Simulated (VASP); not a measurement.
Input of a VASP 6.6.1 run:

INCAR

```
PREC     = Accurate       # precision mode
ENCUT    = 520            # plane-wave cutoff, eV
EDIFF    = 1E-6           # SCF threshold, eV
ISMEAR   = -1             # smearing method
SIGMA    = 0.1            # smearing width, eV
LREAL    = F              # projectors in reciprocal space
LASPH    = T              # aspherical terms in the spheres
NELM     = 80             # most SCF steps
ALGO     = Normal         # electronic algorithm
ISIF     = 2              # what is computed and relaxed
LWAVE    = F              # write WAVECAR
LCHARG   = F              # write CHGCAR
GGA      = B5             # functional
ALDAX    = 1.0          
AGGAX    = 1.0          
AGGAC    = 1.0          
ALDAC    = 0.0          
NBANDS   = 38             # bands
```

File KPOINTS:

```
regular mesh
0
Gamma
  5 5 5
```

The input POSCAR:

```
Na
1.0
    6.7067694446      0.0000000000      0.0000000000
    0.0000000000      6.7067694446      0.0000000000
    0.0000000000      0.0000000000      6.7067694446
Na
8
Direct
    0.0000000000      0.0000000000      0.0000000000
    0.5000000000      0.5000000000      0.5000000000
    0.2500000000      0.0000000000      0.5000000000
    0.7500000000      0.0000000000      0.5000000000
    0.5000000000      0.2500000000      0.0000000000
    0.5000000000      0.7500000000      0.0000000000
    0.0000000000      0.5000000000      0.2500000000
    0.0000000000      0.5000000000      0.7500000000
```

Potentials or basis: VASP PAW PBE potentials, release 64 (Na_pv).

Launch:

```bash
$ cat potpaw_PBE.64/Na_pv/POTCAR > POTCAR
$ mpirun -np 1 vasp_std > vasp.out
```

What does it give for the pressure?

0.0 GPa.

Predict the band gap on the k mesh.

zero (band 28 reaches 1.30 eV, above the bottom of band 29 at 0.41 eV).

Caveat: the PAW data sets were made with another functional, which shifts forces and pressure a little.
